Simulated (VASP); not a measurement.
Write the native input for VASP 6.6.1 that does the following.

* Task: single point
* Functional: LDA
* Potentials or basis: VASP PAW LDA potentials, release 64 (In_d)
* Cutoff: 400 eV
* k mesh: 25 × 24 × 1
* Occupations: gaussian, width 0.1 eV
* Spin: no spin polarisation
* Dipole correction: yes
* Further INCAR settings: ALGO = Normal; EDIFF = 1e-06; NBANDS = 40; ISYM = 0; NELMDL = -8

The structure of In lies in POSCAR:

```
In
1.0
    3.2523000000      0.0000000000      0.0000000000
   -1.6261500000      2.9605392100      0.0000000000
    0.0000000000      0.0000000000     27.8710300479
In
5
Direct
    0.3017029600      0.6034059200      0.3049761701
    0.6034059200      0.2068118400      0.4024880902
    0.9411243583      0.8822487165      0.4933895593
    0.2769683526      0.5539367052      0.5838538467
    0.6113705413      0.2227410826      0.6767524210
```

The input as run:

INCAR

```
PREC = Accurate
ENCUT = 400
EDIFF = 1E-6
ISMEAR = 0
SIGMA = 0.1
LREAL = False
LASPH = True
NELM = 120
ALGO = Normal
ISIF = 2
LWAVE = False
LCHARG = False
LDIPOL = True
IDIPOL = 3
DIPOL = 0.5 0.5 0.492
NBANDS = 40
ISYM = 0
GGA_COMPAT = False
NELMDL = -8
KPAR = 4
```

KPOINTS

```
regular mesh
0
Gamma
  25 24 1
```

Potentials or basis: VASP PAW LDA potentials, release 64 (In_d).

Command:

```console
$ cat potpaw_LDA.64/In_d/POTCAR > POTCAR
$ mpirun -np 4 vasp_std > vasp.out
```

It gave:

```yaml
Largest_force: 0.187 eV/Å
Band_gap_on_the_k_mesh: zero (an odd number of electrons rules out a gap without spin polarisation)
```

Caveat: spin-orbit coupling is left out, which moves the levels of the heavy elements.

It took 16 min on 4 MPI ranks on Intel(R) Xeon(R) 6975P-C (Granite Rapids) (shared host), peak memory 1.4 GiB a rank.
